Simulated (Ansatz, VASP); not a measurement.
One calculation of Si4C, two programs

```
CELL_PARAMETERS angstrom
4.70085 0.98679 0.34948
1.09623 6.62400 0.50850
1.10624 2.24681 5.63064
ATOMIC_POSITIONS crystal
Si 0.47347 0.50022 0.82790
Si 0.40631 0.49450 0.24334
Si 0.17199 0.90715 0.65950
Si 0.14670 0.90376 0.15829
Si 0.90986 0.58866 0.08692
Si 0.97943 0.57377 0.66884
Si 0.52258 0.11025 0.90385
Si 0.54322 0.10396 0.51976
C 0.93521 0.90472 0.47007
C 0.91124 0.91300 0.96154
```

Change from the starting cell: the structure that the rattled cell fell into.

Alike in both runs: functional PBE; k mesh 4 × 4 × 4; occupations gaussian, width 0.1 eV; no spin polarisation.

Ansatz relaxed the structure, and its values are those at the end. VASP's run is a single point on that final structure, the one shown.

|  | VASP | Ansatz |
| --- | --- | --- |
| version | VASP 6.6.1 | Ansatz 0.2.0 |
| potentials or method | VASP PAW PBE potentials, release 64 (Si, C), cutoff 520 eV | scalar-relativistic, plane waves, PAW |
| valence electrons in the cell | 40 | 40 |

|  | VASP | Ansatz | Ansatz less VASP |
| --- | --- | --- | --- |
| gap on the k mesh at the Fermi level (eV) | none | none | - |
| pressure (GPa) | 0.0 | 0.0 | +0.06 |
| rms of the force components (eV/Å) | 0.006 | 0.005 | -0.0014 |

A gap of «none» marks a metal or a gap that the smearing closes. The functional is the same, so the differences come from potentials, cutoffs and numerics.
